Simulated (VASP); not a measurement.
# Ge (Fd-3m) in VASP: a series of runs

The runs below take Ge through single point, with PBE.

Program: VASP 6.6.1. These are calculated values, not measurements. Logs are shortened: lines on timing, memory, paths and dates and some standing lists are left out, and cuts for length are marked.

## Step 1: The cell of the first run

Symmetry: Fd-3m, No. 227, cubic system. Conventional cell: a = 5.463 Å, b = 5.463 Å, c = 5.463 Å, α = 90.00°, β = 90.00°, γ = 90.00°. Ge (site symmetry -43m) has 4 Ge at 2.37 Å within 3.1 Å.

## Step 2: Single point, PBE

INCAR reads:

```
  ALGO = Normal
  EDIFF = 1E-6
  ENCUT = 520
  GGA = PE
  ISIF = 2
  ISMEAR = -1
  LASPH = T
  LCHARG = T
  LELF = T
  LREAL = F
  LVHAR = T
  LWAVE = F
  NBANDS = 21
  NELM = 100
  PREC = Accurate
  SIGMA = 0.05
```

KPOINTS reads:

```
k-points
0
Gamma
  6 6 6
```

POSCAR reads:

```
Ge
1.0
    0.0000000000      2.7312825750      2.7312825750
    2.7312825750      0.0000000000      2.7312825750
    2.7312825750      2.7312825750      0.0000000000
Ge
2
Direct
    0.0000000000      0.0000000000      0.0000000000
    0.2500000000      0.2500000000      0.2500000000
```

Potentials or basis: VASP PAW PBE potentials, release 64 (Ge_d).

Command:

```bash
cat potpaw_PBE.64/Ge_d/POTCAR > POTCAR
mpirun -np 1 vasp_std > vasp.out
```

OUTCAR:

```text
EDIFF = 1E-6
   ENCUT = 520
   GGA = PE
   ISIF = 2
   ISMEAR = -1
   LASPH = T
   LREAL = F
   NELM = 100
   PREC = Accurate

 ion  position               nearest neighbor table
   1  0.000  0.000  0.000-   2 2.37   2 2.37   2 2.37   2 2.37
   2  0.250  0.250  0.250-   1 2.37   1 2.37   1 2.37   1 2.37

  LATTYP: Found a face centered cubic cell.
 ALAT       =     5.4625651500

  Lattice vectors:

 A1 = (   0.0000000000,   2.7312825750,   2.7312825750)
 A2 = (   2.7312825750,   0.0000000000,   2.7312825750)
 A3 = (   2.7312825750,   2.7312825750,   0.0000000000)

Analysis of symmetry for initial positions (statically):
=====================================================================
 Subroutine PRICEL returns:
 Original cell was already a primitive cell.

 Routine SETGRP: Setting up the symmetry group for a
 face centered cubic supercell.

 Subroutine GETGRP returns: Found 48 space group operations
 (whereof 24 operations were pure point group operations)
 out of a pool of 48 trial point group operations.

The static configuration has the point symmetry T_d .
 The point group associated with its full space group is O_h .

Analysis of symmetry for dynamics (positions and initial velocities):
=====================================================================
 Subroutine PRICEL returns:
 Original cell was already a primitive cell.

 Routine SETGRP: Setting up the symmetry group for a
 face centered cubic supercell.

 Subroutine GETGRP returns: Found 48 space group operations
 (whereof 24 operations were pure point group operations)
 out of a pool of 48 trial point group operations.

The dynamic configuration has the point symmetry T_d .
 The point group associated with its full space group is O_h .

 Subroutine INISYM returns: Found 48 space group operations
 (whereof 24 operations are pure point group operations),
 and found     1 'primitive' translations

----------------------------------------------------------------------------------------

                                     Primitive cell

  volume of cell :      40.7502

  direct lattice vectors                    reciprocal lattice vectors
     0.000000000  2.731282575  2.731282575    -0.183064178  0.183064178  0.183064178
     2.731282575  0.000000000  2.731282575     0.183064178 -0.183064178  0.183064178
     2.731282575  2.731282575  0.000000000     0.183064178  0.183064178 -0.183064178

  length of vectors
     3.862616860  3.862616860  3.862616860     0.317076458  0.317076458  0.317076458

  position of ions in fractional coordinates (direct lattice)
     0.000000000  0.000000000  0.000000000
     0.250000000  0.250000000  0.250000000

  ion indices of the primitive-cell ions
   primitive index   ion index
                 1           1
                 2           2

----------------------------------------------------------------------------------------

 KPOINTS: k-points

Automatic generation of k-mesh.
 Grid dimensions read from file:
 generate k-points for:    6    6    6

 Generating k-lattice:

  Cartesian coordinates                     Fractional coordinates (reciprocal lattice)
    -0.030510696  0.030510696  0.030510696     0.166666667  0.000000000  0.000000000
     0.030510696 -0.030510696  0.030510696     0.000000000  0.166666667  0.000000000
     0.030510696  0.030510696 -0.030510696     0.000000000  0.000000000  0.166666667

  Length of vectors
     0.052846076  0.052846076  0.052846076

  Shift w.r.t. Gamma in fractional coordinates (k-lattice)
     0.000000000  0.000000000  0.000000000

 Subroutine IBZKPT returns following result:
 ===========================================

 Found     16 irreducible k-points:

 Following reciprocal coordinates:
            Coordinates               Weight
  0.000000  0.000000  0.000000      1.000000
  0.166667  0.000000  0.000000      8.000000
  0.333333  0.000000  0.000000      8.000000
  0.500000  0.000000  0.000000      4.000000
  0.166667  0.166667  0.000000      6.000000
  0.333333  0.166667  0.000000     24.000000
[... 8 lines left out ...]
 -0.333333  0.333333  0.166667     24.000000
 -0.333333  0.500000  0.166667     12.000000
   k-points           NKPTS =     16   k-points in BZ     NKDIM =     16   number of bands    NBANDS=     21
   number of dos      NEDOS =    301   number of ions     NIONS =      2
   total plane-waves  NPLWV =  27000
   dimension x,y,z NGX =    30 NGY =   30 NGZ =   30
   dimension x,y,z NGXF=    60 NGYF=   60 NGZF=   60
   ions per type =               2
   NGX,Y,Z   is equivalent  to a cutoff of  12.91, 12.91, 12.91 a.u.
   NGXF,Y,Z  is equivalent  to a cutoff of  25.82, 25.82, 25.82 a.u.
 SYSTEM =  unknown system
   PREC   = accura    normal or accurate (medium, high low for compatibility)
   ISTART =      0    job   : 0-new  1-cont  2-samecut
   ICHARG =      2    charge: 1-file 2-atom 10-const
   ISPIN  =      1    spin polarized calculation?
   LNONCOLLINEAR =      F non collinear calculations
   LSORBIT =      F    spin-orbit coupling
   LASPH  =      T    aspherical Exc in radial PAW
   ENCUT  =  520.0 eV  38.22 Ry    6.18 a.u.   7.18  7.18  7.18*2*pi/ulx,y,z
   NELM   =    100;   NELMIN=  2; NELMDL= -5     # of ELM steps
   EDIFF  = 0.1E-05   stopping-criterion for ELM
   LREAL  =      F    real-space projection
   EDIFFG = 0.1E-04   stopping-criterion for IOM
   NSW    =      0    number of steps for IOM
   IBRION =     -1    ionic relax: 0-MD 1-quasi-New 2-CG
   NFREE  =      0    steps in history (QN), initial steepest desc. (CG)
   ISIF   =      2    stress and relaxation
   ISYM   =      2    0-nonsym 1-usesym 2-fastsym
   POTIM  = 0.5000    time-step for ionic-motion
   TEBEG  =    0.0;   TEEND  =   0.0 temperature during run
   PSTRESS=    0.0 pullay stress
   NELECT =      28.0000    total number of electrons
   NUPDOWN=      -1.0000    fix difference up-down
   EMIN   =  10.00;   EMAX   =-10.00  energy-range for DOS
   EFERMI =   0.00;   METHOD = LEGACY
   ISMEAR =    -1;   SIGMA  =   0.05  broadening in eV -4-tet -1-fermi 0-gaus
   EFERMI_NEDOS =   21; number of points for ismear=-14 and -15
   IALGO  =     38    algorithm
   IMIX   =      4    mixing-type and parameters
     AMIX     =   0.40;   BMIX     =  1.00
     AMIX_MAG =   1.60;   BMIX_MAG =  1.00
  volume/ion in A,a.u.               =      20.38       137.50
  Fermi-wavevector in a.u.,A,eV,Ry     =   1.444611  2.729919 28.394006  2.086901
  Thomas-Fermi vector in A             =   2.562886
   LORBIT       =      0    0 simple, 1 ext, 2 COOP (PROOUT), +10 PAW based schemes
   GGA     = PE    functional components
   LHFCALC =     F    Hartree Fock is set to
   AEXX    =    0.0000 exact exchange contribution
   IVDW    =     0    specifies the selected vdW correction
   LEPSILON=     F    determine dielectric tensor
   LRPA    =     F    only Hartree local field effects (RPA)
 non-spin polarized calculation
  energy-cutoff  :      520.00
  volume of cell :       40.75
 maximum number of plane-waves:      1113
 NGX is ok and might be reduce to    30
   NGX = 15   NGY = 15   NGZ = 15

 number of electron      27.9999973 magnetization

 Free energy of the ion-electron system (eV)
  ---------------------------------------------------
  ext. energy  EPLUGINS =         0.00000000
  ---------------------------------------------------
  free energy    TOTEN  =        -8.73512117 eV

  energy without entropy =       -8.73493381  energy(sigma->0) =       -8.73502749

 E-fermi :   6.3177     XC(G=0): -10.4288

 val. band max:        6.0913591639   @ k =   0.0000   0.0000   0.0000
 cond. band min:       6.6074782609   @ k =   0.3333   0.3333   0.0000
 fundamental gap:      0.5161190970
 Fermi energy:         6.3177066415

 k-point     1 :       0.0000    0.0000    0.0000
  band No.  band energies     occupation
      1     -18.9060      2.00000
      2     -18.9060      2.00000
      3     -18.9060      2.00000
      4     -18.8612      2.00000
      5     -18.8612      2.00000
      6     -18.5864      2.00000
[... 13 lines left out ...]
     20      15.8539      0.00000
     21      15.8540      0.00000

 k-point     2 :       0.1667    0.0000    0.0000
  band No.  band energies     occupation
      1     -18.9220      2.00000
      2     -18.9220      2.00000
      3     -18.9007      2.00000
      4     -18.8376      2.00000
      5     -18.8376      2.00000
      6     -18.6054      2.00000
[... 13 lines left out ...]
     20      14.5766      0.00000
     21      14.5766      0.00000

 k-point     3 :       0.3333    0.0000    0.0000
  band No.  band energies     occupation
      1     -18.9347      2.00000
      2     -18.9347      2.00000
      3     -18.8898      2.00000
      4     -18.8128      2.00000
      5     -18.8128      2.00000
      6     -18.6221      2.00000
[... 13 lines left out ...]
     20      15.3303      0.00000
     21      15.3303      0.00000

 k-point     4 :       0.5000    0.0000    0.0000
  band No.  band energies     occupation
      1     -18.9373      2.00000
      2     -18.9373      2.00000
      3     -18.8843      2.00000
      4     -18.8064      2.00000
      5     -18.8064      2.00000
      6     -18.6251      2.00000
[... 13 lines left out ...]
     20      17.8757      0.00000
     21      17.8757      0.00000

 k-point     5 :       0.1667    0.1667    0.0000
  band No.  band energies     occupation
      1     -18.9200      2.00000
      2     -18.9180      2.00000
      3     -18.9180      2.00000
      4     -18.8400      2.00000
      5     -18.8105      2.00000
      6     -18.6519      2.00000
[... 13 lines left out ...]
     20      14.9189      0.00000
     21      16.3535      0.00000

 k-point     6 :       0.3333    0.1667    0.0000
  band No.  band energies     occupation
      1     -18.9454      2.00000
      2     -18.9313      2.00000
      3     -18.8940      2.00000
      4     -18.8127      2.00000
      5     -18.7769      2.00000
      6     -18.6852      2.00000
[... 13 lines left out ...]
     20      16.1936      0.00000
     21      16.7302      0.00000

 k-point     7 :       0.5000    0.1667    0.0000
  band No.  band energies     occupation
      1     -18.9596      2.00000
      2     -18.9417      2.00000
      3     -18.8634      2.00000
      4     -18.7878      2.00000
      5     -18.7769      2.00000
      6     -18.6772      2.00000
[... 13 lines left out ...]
     20      17.8135      0.00000
     21      17.8769      0.00000

 k-point     8 :      -0.3333    0.1667    0.0000
  band No.  band energies     occupation
      1     -18.9548      2.00000
      2     -18.9470      2.00000
      3     -18.8573      2.00000
      4     -18.8041      2.00000
      5     -18.7770      2.00000
      6     -18.6578      2.00000
[... 13 lines left out ...]
     20      15.6563      0.00000
     21      17.6760      0.00000

 k-point     9 :      -0.1667    0.1667    0.0000
  band No.  band energies     occupation
      1     -18.9405      2.00000
      2     -18.9332      2.00000
      3     -18.8856      2.00000
      4     -18.8259      2.00000
      5     -18.8012      2.00000
      6     -18.6420      2.00000
[... 13 lines left out ...]
     20      15.9436      0.00000
     21      16.0281      0.00000

 k-point    10 :       0.3333    0.3333    0.0000
  band No.  band energies     occupation
      1     -18.9392      2.00000
      2     -18.9392      2.00000
      3     -18.9038      2.00000
      4     -18.7830      2.00000
      5     -18.7508      2.00000
      6     -18.7227      2.00000
[... 13 lines left out ...]
     20      17.8590      0.00000
     21      18.7054      0.00000

 k-point    11 :       0.5000    0.3333    0.0000
  band No.  band energies     occupation
      1     -18.9625      2.00000
      2     -18.9472      2.00000
      3     -18.8593      2.00000
      4     -18.7748      2.00000
      5     -18.7481      2.00000
      6     -18.6964      2.00000
[... 13 lines left out ...]
     20      18.3082      0.00000
     21      19.1699      0.00000

 k-point    12 :      -0.3333    0.3333    0.0000
  band No.  band energies     occupation
      1     -18.9737      2.00000
      2     -18.9514      2.00000
      3     -18.8383      2.00000
      4     -18.7441      2.00000
      5     -18.7346      2.00000
      6     -18.7197      2.00000
[... 13 lines left out ...]
     20      15.2475      0.00000
     21      20.5289      0.00000

 k-point    13 :       0.5000    0.5000    0.0000
  band No.  band energies     occupation
      1     -18.9488      2.00000
      2     -18.9488      2.00000
      3     -18.8434      2.00000
      4     -18.8434      2.00000
      5     -18.7069      2.00000
      6     -18.7069      2.00000
[... 13 lines left out ...]
     20      18.8170      0.00000
     21      19.5375      0.00000

 k-point    14 :       0.5000    0.3333    0.1667
  band No.  band energies     occupation
      1     -18.9569      2.00000
      2     -18.9536      2.00000
      3     -18.8570      2.00000
      4     -18.7855      2.00000
      5     -18.7393      2.00000
      6     -18.7210      2.00000
[... 13 lines left out ...]
     20      16.6295      0.00000
     21      19.2902      0.00000

 k-point    15 :      -0.3333    0.3333    0.1667
  band No.  band energies     occupation
      1     -18.9704      2.00000
      2     -18.9569      2.00000
      3     -18.8285      2.00000
      4     -18.7621      2.00000
      5     -18.7310      2.00000
      6     -18.7223      2.00000
[... 13 lines left out ...]
     20      18.5871      0.00000
     21      18.7560      0.00000

 k-point    16 :      -0.3333    0.5000    0.1667
  band No.  band energies     occupation
      1     -18.9642      2.00000
      2     -18.9642      2.00000
      3     -18.8028      2.00000
      4     -18.8028      2.00000
      5     -18.7126      2.00000
      6     -18.7126      2.00000
[... 13 lines left out ...]
     20      17.9851      0.00000
     21      19.8162      0.00000

------------------------ aborting loop because EDIFF is reached ----------------------------------------

  FORCE on cell =-STRESS in cart. coord.  units (eV):
  Direction    XX          YY          ZZ          XY          YZ          ZX
  --------------------------------------------------------------------------------------
  -------------------------------------------------------------------------------------
  Total        3.4739792      3.4739792      3.4739792     -0.0000000     -0.0000000     -0.0000000
  in kB      136.5865384    136.5865384    136.5865384     -0.0000000     -0.0000000     -0.0000000
  external PRESSURE =     136.5865384 kB  Pullay stress =       0.0000000 kB

 VOLUME and BASIS-vectors are now :
 -----------------------------------------------------------------------------
  energy-cutoff  :      520.00
  volume of cell :       40.75
      direct lattice vectors                 reciprocal lattice vectors
     0.000000000  2.731282575  2.731282575    -0.183064178  0.183064178  0.183064178
     2.731282575  0.000000000  2.731282575     0.183064178 -0.183064178  0.183064178
     2.731282575  2.731282575  0.000000000     0.183064178  0.183064178 -0.183064178

 POSITION                                       TOTAL-FORCE (eV/Angst)
 -----------------------------------------------------------------------------------
      0.00000      0.00000      0.00000        -0.000000     -0.000000     -0.000000
      1.36564      1.36564      1.36564         0.000000      0.000000      0.000000
 -----------------------------------------------------------------------------------
    total drift:                                0.000000      0.000000      0.000000

  FREE ENERGIE OF THE ION-ELECTRON SYSTEM (eV)
  ---------------------------------------------------
  free  energy   TOTEN  =        -8.7351211724 eV

  energy  without entropy=       -8.7349338060  energy(sigma->0) =       -8.73502749
```

Run time: 20 s. Hardware: 1 thread of Intel Xeon Platinum 8259CL at 2.50GHz (Skylake/Cascade Lake), shared host; peak memory 0.16 GiB.

What came out:

- Free energy: -8.7351 eV
- Pressure: 13.7 GPa
- Band gap on the k mesh: 0.52 eV, indirect (least direct gap 1.04 eV)

A k mesh can miss the band edges.

## Step 3: Single point, PBE

This run uses another cell than the first one, of 20.94 Å³/atom, 1.028 times its volume.

INCAR reads:

```
SYSTEM = Ge
ALGO = Normal
EDIFF = 1E-6
ENCUT = 520
GGA = PE
ISIF = 2
ISMEAR = -1
LASPH = .True.
LCHARG = .False.
LREAL = .False.
LWAVE = .False.
NBANDS = 21
NELM = 60
PREC = Accurate
SIGMA = 0.05
```

KPOINTS reads:

```
k-points
0
Gamma
  6 6 6
  0 0 0
```

POSCAR reads:

```
Ge
1.0
    0.0000000000      2.7563416131      2.7563416131
    2.7563416131      0.0000000000      2.7563416131
    2.7563416131      2.7563416131      0.0000000000
Ge
2
Direct
    0.0000000000      0.0000000000      0.0000000000
    0.2500000000      0.2500000000      0.2500000000
```

Potentials or basis: VASP PAW PBE potentials, release 64 (Ge_d).

Command:

```bash
cat potpaw_PBE.64/Ge_d/POTCAR > POTCAR
mpirun -np 1 vasp_std > vasp.out
```

Wall time 19 s (1 thread of Intel Xeon Platinum 8259CL at 2.50GHz (Skylake/Cascade Lake), shared host); peak memory 0.16 GiB.

Results (log left out):

```
Free energy            : -8.8208 eV
Pressure               : 10.6 GPa
Band gap on the k mesh : 0.43 eV, indirect (least direct gap 0.77 eV)
```

Levels at points of the mesh, in eV from the valence-band top:
| k point | band 11 | band 12 | band 13 | band 14 | band 15 | band 16 | band 17 | band 18 |
| --- | --- | --- | --- | --- | --- | --- | --- | --- |
| (0.00, 0.00, 0.00) | -13.40 | 0.00 | 0.00 | 0.00 | 0.77 | 2.58 | 2.58 | 2.58 |
| (0.50, 0.00, 0.00) | -11.11 | -7.99 | -1.53 | -1.53 | 0.43 | 3.78 | 3.78 | 7.15 |
| (0.50, 0.50, 0.00) | -9.20 | -9.20 | -3.36 | -3.36 | 0.64 | 0.64 | 10.18 | 10.18 |

A k mesh can miss the band edges. A hybrid or GW would open this gap; PBE tends to underestimate it.
